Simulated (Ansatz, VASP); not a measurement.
NaCl in VASP and in Ansatz

```xyz
2
Lattice="2.8976 0.0000 0.0000 0.0000 2.8976 0.0000 0.0000 0.0000 2.8976" Properties=species:S:1:pos:R:3 pbc="T T T"
Na    0.0000    0.0000    0.0000
Cl    1.4488    1.4488    1.4488
```

Change from the starting cell: volume scaled by 1.04, PAW files.

Alike in both runs: task electric field gradients; functional PBEsol; k mesh 9 × 9 × 9; occupations fermi-dirac, width 0.03 eV; no spin polarisation.

|  | VASP | Ansatz |
| --- | --- | --- |
| version | VASP 6.6.1 | Ansatz 0.2.0 |
| potentials or method | VASP PAW PBE potentials, release 64 (Na_pv, Cl) | PAW with Ansatz's default frozen-core files, scalar-relativistic |
| plane-wave cutoff (eV) | 520 | 420 |
| valence electrons in the cell | 14 | 16 |

Ansatz gave:

- gap on the k mesh at the Fermi level (eV): 4.64
- pressure (GPa): 50.5

Problem. What did VASP give for the same quantities?

Solution. gap on the k mesh at the Fermi level (eV): 4.70; pressure (GPa): 51.0.

VASP's potentials were made for PBE, not for PBEsol. Both programs put the cell under a high pressure, so it lies far from rest at this level. With one functional, cell and mesh, what is left measures potentials, basis and numerics. VASP's potentials hold 14 valence electrons a cell and Ansatz's 16, so a difference there can come from the potentials and not from the codes.
